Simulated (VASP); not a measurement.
The system is WSe2.

```xyz
6
Lattice="3.7635 0.0000 0.0000 -1.8818 3.2593 0.0000 0.0000 0.0000 12.1427" Properties=species:S:1:pos:R:3 pbc="T T T"
W     0.0000    0.0000    0.0000
W     0.0000    0.0000    6.0714
Se    0.0000    2.1729    1.5300
Se    1.8818    1.0864    4.5414
Se    0.0000    2.1729    7.6013
Se    1.8818    1.0864   10.6127
```

Base run:

```yaml
Program: VASP 6.6.1
Functional: LDA
Potentials_or_basis: VASP PAW LDA potentials, release 64 (W_sv, Se)
Cutoff: 500 eV
k_mesh: 6 × 6 × 2
Occupations: gaussian, width 0.05 eV
Spin: collinear spin
Starting_moments: "[1.58, -1.58, -0.06, 0.06, 0.06, -0.06] μB"
Hubbard_terms: W d U = 2.0 eV
```

Its results: pressure -14.7 GPa; site moments W +0.07, -0.07; Se -0.00, +0.00 (each value once) μB; largest force 0.895 eV/Å.

The run is repeated on the same cell with these changes: moments at the start from [1.58, -1.58, -0.06, 0.06, 0.06, -0.06] to [1.36, 1.36, -0.09, -0.09, -0.09, -0.09]; fixed moment from none to 3 μB. What comes out?

Pressure -11.9 GPa; site moments W +1.28; Se -0.02 μB; largest force 0.986 eV/Å.

Caveats: the stress differs along the axes, from -18 to -8 GPa (at least some runs); the cell stands under tension (at least some runs); the total moment is fixed, so each spin has its own Fermi level and the state may be an excited one (at least some runs).
